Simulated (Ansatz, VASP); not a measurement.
**Rh in VASP and in Ansatz**

```xyz
2
Lattice="0.0000 2.6961 2.6961 2.6961 0.0000 2.6961 2.6961 2.6961 0.0000" Properties=species:S:1:pos:R:3 pbc="T T T"
Rh    0.6740    0.6740    0.6740
Rh    4.7182    4.7182    4.7182
```

Alike in both runs: task single point; functional LDA; k mesh 11 × 11 × 11; occupations fermi-dirac, width 0.1 eV; no spin polarisation.

|  | VASP | Ansatz |
| --- | --- | --- |
| version | VASP 6.6.1 | Ansatz 0.2.0 |
| potentials or method | VASP PAW LDA potentials, release 64 (Rh_pv), cutoff 520 eV | plane waves (420 eV) with PAW, scalar-relativistic |
| valence electrons in the cell | 30 | 34 |

```tsv
	VASP	Ansatz	Ansatz less VASP
pressure (GPa)	0.7	0.0	-0.70
```

Ansatz warns that its potentials were made for another functional, while VASP's fit it. LDA's correlation is that of Perdew and Zunger in VASP and of Perdew and Wang (1992) in Ansatz. VASP's potentials hold 30 valence electrons a cell and Ansatz's 34, so a difference there can come from the potentials and not from the codes.
